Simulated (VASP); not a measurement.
# MgO (t.b) (Fm-3m) in VASP: single point with PBE

Aim: the single point of MgO (t.b) with PBE.

All numbers are computed with VASP 6.6.1; they aren't measurements. Logs are shortened: lines on timing, memory, paths and dates and some standing lists are left out, and cuts for length are marked.

## (1) The cell of the first run

The structure is cubic, space group Fm-3m (No. 225). The conventional cell has a = 4.254 Å, b = 4.254 Å, c = 4.254 Å, α = 90.00°, β = 90.00°, γ = 90.00°. Mg (site symmetry m-3m) has 6 O at 2.13 Å within 2.8 Å. Within 2.8 Å of O (site symmetry m-3m) lie 6 Mg at 2.13 Å.

## (2) Single point, PBE

Input file INCAR:

```
SYSTEM = MgO
PREC = Accurate ; ENCUT = 600
EDIFF = 1E-6 ; ISMEAR = 0
SIGMA = 0.02 ; LREAL = .FALSE.
LASPH = .TRUE. ; NELM = 120
ALGO = Normal ; ISIF = 2
LWAVE = .FALSE. ; LCHARG = .FALSE.
GGA = PE ; NBANDS = 11
GGA_COMPAT = .FALSE.
```

Input file KPOINTS:

```
Automatic mesh
0
G
  10 10 10
  0 0 0
```

Input file POSCAR:

```
MgO
1.0
    0.0000000000      2.1272184846      2.1272184846
    2.1272184846      0.0000000000      2.1272184846
    2.1272184846      2.1272184846      0.0000000000
Mg O
1 1
Direct
    0.0000000000      0.0000000000      0.0000000000
    0.5000000000      0.5000000000      0.5000000000
```

Potentials or basis: VASP PAW PBE potentials, release 64 (Mg, O).

Run with:

```console
$ cat potpaw_PBE.64/Mg/POTCAR potpaw_PBE.64/O/POTCAR > POTCAR
$ mpirun -np 1 vasp_std > vasp.out
```

OUTCAR:

```text
SYSTEM = MgO
   PREC = Accurate
   ENCUT = 600
   EDIFF = 1E-6
   ISMEAR = 0
   LREAL = .FALSE.
   LASPH = .TRUE.
   NELM = 120
   ISIF = 2
   GGA = PE

 ion  position               nearest neighbor table
   1  0.000  0.000  0.000-   2 2.13   2 2.13   2 2.13   2 2.13   2 2.13   2 2.13
   2  0.500  0.500  0.500-   1 2.13   1 2.13   1 2.13   1 2.13   1 2.13   1 2.13

  LATTYP: Found a face centered cubic cell.
 ALAT       =     4.2544369692

  Lattice vectors:

 A1 = (   0.0000000000,   2.1272184846,   2.1272184846)
 A2 = (   2.1272184846,   0.0000000000,   2.1272184846)
 A3 = (   2.1272184846,   2.1272184846,   0.0000000000)

Analysis of symmetry for initial positions (statically):
=====================================================================
 Subroutine PRICEL returns:
 Original cell was already a primitive cell.

 Routine SETGRP: Setting up the symmetry group for a
 face centered cubic supercell.

 Subroutine GETGRP returns: Found 48 space group operations
 (whereof 48 operations were pure point group operations)
 out of a pool of 48 trial point group operations.

The static configuration has the point symmetry O_h .

Analysis of symmetry for dynamics (positions and initial velocities):
=====================================================================
 Subroutine PRICEL returns:
 Original cell was already a primitive cell.

 Routine SETGRP: Setting up the symmetry group for a
 face centered cubic supercell.

 Subroutine GETGRP returns: Found 48 space group operations
 (whereof 48 operations were pure point group operations)
 out of a pool of 48 trial point group operations.

The dynamic configuration has the point symmetry O_h .

 Subroutine INISYM returns: Found 48 space group operations
 (whereof 48 operations are pure point group operations),
 and found     1 'primitive' translations

----------------------------------------------------------------------------------------

                                     Primitive cell

  volume of cell :      19.2516

  direct lattice vectors                    reciprocal lattice vectors
     0.000000000  2.127218485  2.127218485    -0.235048728  0.235048728  0.235048728
     2.127218485  0.000000000  2.127218485     0.235048728 -0.235048728  0.235048728
     2.127218485  2.127218485  0.000000000     0.235048728  0.235048728 -0.235048728

  length of vectors
     3.008341231  3.008341231  3.008341231     0.407116340  0.407116340  0.407116340

  position of ions in fractional coordinates (direct lattice)
     0.000000000  0.000000000  0.000000000
     0.500000000  0.500000000  0.500000000

  ion indices of the primitive-cell ions
   primitive index   ion index
                 1           1
                 2           2

----------------------------------------------------------------------------------------

 KPOINTS: Automatic mesh

Automatic generation of k-mesh.
 Grid dimensions read from file:
 generate k-points for:   10   10   10

 Generating k-lattice:

  Cartesian coordinates                     Fractional coordinates (reciprocal lattice)
    -0.023504873  0.023504873  0.023504873     0.100000000  0.000000000  0.000000000
     0.023504873 -0.023504873  0.023504873     0.000000000  0.100000000  0.000000000
     0.023504873  0.023504873 -0.023504873     0.000000000  0.000000000  0.100000000

  Length of vectors
     0.040711634  0.040711634  0.040711634

  Shift w.r.t. Gamma in fractional coordinates (k-lattice)
     0.000000000  0.000000000  0.000000000

 Subroutine IBZKPT returns following result:
 ===========================================

 Found     47 irreducible k-points:

 Following reciprocal coordinates:
            Coordinates               Weight
  0.000000  0.000000  0.000000      1.000000
  0.100000  0.000000  0.000000      8.000000
  0.200000  0.000000  0.000000      8.000000
  0.300000  0.000000  0.000000      8.000000
  0.400000  0.000000  0.000000      8.000000
  0.500000  0.000000  0.000000      4.000000
[... 16 lines left out ...]
  0.300000  0.300000  0.000000      6.000000
  0.400000  0.300000  0.000000     24.000000
 [... further k-points ...]
   k-points           NKPTS =     47   k-points in BZ     NKDIM =     47   number of bands    NBANDS=     11
   number of dos      NEDOS =    301   number of ions     NIONS =      2
   total plane-waves  NPLWV =  13824
   dimension x,y,z NGX =    24 NGY =   24 NGZ =   24
   dimension x,y,z NGXF=    48 NGYF=   48 NGZF=   48
   ions per type =               1   1
   NGX,Y,Z   is equivalent  to a cutoff of  13.26, 13.26, 13.26 a.u.
   NGXF,Y,Z  is equivalent  to a cutoff of  26.53, 26.53, 26.53 a.u.
 SYSTEM =  MgO
   PREC   = accura    normal or accurate (medium, high low for compatibility)
   ISTART =      0    job   : 0-new  1-cont  2-samecut
   ICHARG =      2    charge: 1-file 2-atom 10-const
   ISPIN  =      1    spin polarized calculation?
   LNONCOLLINEAR =      F non collinear calculations
   LSORBIT =      F    spin-orbit coupling
   LASPH  =      T    aspherical Exc in radial PAW
   ENCUT  =  600.0 eV  44.10 Ry    6.64 a.u.   6.01  6.01  6.01*2*pi/ulx,y,z
   NELM   =    120;   NELMIN=  2; NELMDL= -5     # of ELM steps
   EDIFF  = 0.1E-05   stopping-criterion for ELM
   LREAL  =      F    real-space projection
   EDIFFG = 0.1E-04   stopping-criterion for IOM
   NSW    =      0    number of steps for IOM
   IBRION =     -1    ionic relax: 0-MD 1-quasi-New 2-CG
   NFREE  =      0    steps in history (QN), initial steepest desc. (CG)
   ISIF   =      2    stress and relaxation
   ISYM   =      2    0-nonsym 1-usesym 2-fastsym
   POTIM  = 0.5000    time-step for ionic-motion
   TEBEG  =    0.0;   TEEND  =   0.0 temperature during run
   PSTRESS=    0.0 pullay stress
   NELECT =       8.0000    total number of electrons
   NUPDOWN=      -1.0000    fix difference up-down
   EMIN   =  10.00;   EMAX   =-10.00  energy-range for DOS
   EFERMI =   0.00;   METHOD = LEGACY
   ISMEAR =     0;   SIGMA  =   0.02  broadening in eV -4-tet -1-fermi 0-gaus
   EFERMI_NEDOS =   21; number of points for ismear=-14 and -15
   IALGO  =     38    algorithm
   IMIX   =      4    mixing-type and parameters
     AMIX     =   0.40;   BMIX     =  1.00
     AMIX_MAG =   1.60;   BMIX_MAG =  1.00
  volume/ion in A,a.u.               =       9.63        64.96
  Fermi-wavevector in a.u.,A,eV,Ry     =   1.221657  2.308598 20.305968  1.492447
  Thomas-Fermi vector in A             =   2.356832
   LORBIT       =      0    0 simple, 1 ext, 2 COOP (PROOUT), +10 PAW based schemes
   GGA     = PE    functional components
   LHFCALC =     F    Hartree Fock is set to
   AEXX    =    0.0000 exact exchange contribution
   IVDW    =     0    specifies the selected vdW correction
   LEPSILON=     F    determine dielectric tensor
   LRPA    =     F    only Hartree local field effects (RPA)
 non-spin polarized calculation
 Gauss-broadening in eV      SIGMA  =   0.02
  energy-cutoff  :      600.00
  volume of cell :       19.25
 maximum number of plane-waves:       656
   NGX = 13   NGY = 13   NGZ = 13

 number of electron       8.0000004 magnetization

 Free energy of the ion-electron system (eV)
  ---------------------------------------------------
  ext. energy  EPLUGINS =         0.00000000
  ---------------------------------------------------
  free energy    TOTEN  =       -11.91483260 eV

  energy without entropy =      -11.91483260  energy(sigma->0) =      -11.91483260

 E-fermi :   3.1583     XC(G=0): -10.9372

 val. band max:        2.9633880510   @ k =   0.0000   0.0000   0.0000
 cond. band min:       7.4038787373   @ k =   0.0000   0.0000   0.0000
 fundamental gap:      4.4404906863
 Fermi energy:         3.1582665123

 k-point     1 :       0.0000    0.0000    0.0000
  band No.  band energies     occupation
      1     -14.1482      2.00000
      2       2.9634      2.00000
      3       2.9634      2.00000
      4       2.9634      2.00000
      5       7.4039      0.00000
      6      18.5945      0.00000
      7      18.5945      0.00000
      8      18.5945      0.00000
      9      22.4309      0.00000
     10      24.1728      0.00000
     11      24.1728      0.00000

 k-point     2 :       0.1000    0.0000    0.0000
  band No.  band energies     occupation
      1     -14.0480      2.00000
      2       2.3173      2.00000
      3       2.8995      2.00000
      4       2.8995      2.00000
      5       8.0360      0.00000
      6      17.3528      0.00000
      7      18.8231      0.00000
      8      18.8231      0.00000
      9      23.4001      0.00000
     10      23.4001      0.00000
     11      24.0298      0.00000

 k-point     3 :       0.2000    0.0000    0.0000
  band No.  band energies     occupation
      1     -13.7730      2.00000
      2       1.0261      2.00000
      3       2.7370      2.00000
      4       2.7370      2.00000
      5       9.2349      0.00000
      6      15.8314      0.00000
      7      19.2681      0.00000
      8      19.2681      0.00000
      9      22.7013      0.00000
     10      22.7013      0.00000
     11      24.7476      0.00000

 k-point     4 :       0.3000    0.0000    0.0000
  band No.  band energies     occupation
      1     -13.4032      2.00000
      2      -0.2524      2.00000
      3       2.5460      2.00000
      4       2.5460      2.00000
      5      10.1993      0.00000
      6      15.0876      0.00000
      7      19.3292      0.00000
      8      19.3292      0.00000
      9      23.1539      0.00000
     10      23.1539      0.00000
     11      24.1278      0.00000
[... 239 lines left out ...]
 k-point    22 :      -0.2000    0.2000    0.0000
  band No.  band energies     occupation
      1     -13.2929      2.00000
      2      -0.0615      2.00000
      3       1.6751      2.00000
      4       2.5447      2.00000
      5      11.1207      0.00000
      6      14.7054      0.00000
      7      17.7362      0.00000
      8      20.3969      0.00000
      9      21.2180      0.00000
     10      23.9744      0.00000
     11      27.2713      0.00000

 k-point    23 :       0.3000    0.3000    0.0000
  band No.  band energies     occupation
      1     -13.2110      2.00000
      2      -0.1087      2.00000
      3       2.0572      2.00000
      4       2.0572      2.00000
      5      11.5032      0.00000
      6      13.3344      0.00000
      7      17.0650      0.00000
      8      20.5366      0.00000
      9      20.5366      0.00000
     10      26.7726      0.00000
     11      29.7309      0.00000

 k-point    24 :       0.4000    0.3000    0.0000
  band No.  band energies     occupation
      1     -12.9782      2.00000
      2      -0.5145      2.00000
      3       1.7036      2.00000
      4       1.9150      2.00000
      5      12.2429      0.00000
      6      13.0467      0.00000
      7      16.2485      0.00000
      8      20.7494      0.00000
      9      20.9507      0.00000
     10      27.4833      0.00000
     11      29.3429      0.00000

 [... further k-points ...]
[... 5 lines left out ...]
  --------------------------------------------------------------------------------------
  -------------------------------------------------------------------------------------
  Total       -0.1320654     -0.1320654     -0.1320654      0.0000000      0.0000000      0.0000000
  in kB      -10.9909014    -10.9909014    -10.9909014      0.0000000      0.0000000      0.0000000
  external PRESSURE =     -10.9909014 kB  Pullay stress =       0.0000000 kB

 VOLUME and BASIS-vectors are now :
 -----------------------------------------------------------------------------
  energy-cutoff  :      600.00
  volume of cell :       19.25
      direct lattice vectors                 reciprocal lattice vectors
     0.000000000  2.127218485  2.127218485    -0.235048728  0.235048728  0.235048728
     2.127218485  0.000000000  2.127218485     0.235048728 -0.235048728  0.235048728
     2.127218485  2.127218485  0.000000000     0.235048728  0.235048728 -0.235048728

 POSITION                                       TOTAL-FORCE (eV/Angst)
 -----------------------------------------------------------------------------------
      0.00000      0.00000      0.00000        -0.000000     -0.000000     -0.000000
      2.12722      2.12722      2.12722         0.000000      0.000000      0.000000
 -----------------------------------------------------------------------------------
    total drift:                               -0.000000     -0.000000      0.000000

  FREE ENERGIE OF THE ION-ELECTRON SYSTEM (eV)
  ---------------------------------------------------
  free  energy   TOTEN  =       -11.9148326028 eV

  energy  without entropy=      -11.9148326028  energy(sigma->0) =      -11.91483260
```

Wall time 7.2 s (1 thread of Intel Xeon 6975P-C, shared host); peak memory 0.14 GiB.

What came out:

```yaml
Free_energy: -11.9148 eV
Pressure: -1.1 GPa
Band_gap_on_the_k_mesh: 4.44 eV, direct
```

Levels at points of the mesh, in eV from the valence-band top:
| k point | band 1 | band 2 | band 3 | band 4 | band 5 | band 6 | band 7 | band 8 | band 9 |
| --- | --- | --- | --- | --- | --- | --- | --- | --- | --- |
| (0.00, 0.00, 0.00) | -17.11 | 0.00 | 0.00 | 0.00 | 4.44 | 15.63 | 15.63 | 15.63 | 19.47 |
| (0.50, 0.00, 0.00) | -15.90 | -4.49 | -0.62 | -0.62 | 7.71 | 12.27 | 16.00 | 16.00 | 20.44 |
| (0.50, 0.50, 0.00) | -15.65 | -3.96 | -1.31 | -1.31 | 9.08 | 9.65 | 12.78 | 18.52 | 18.52 |
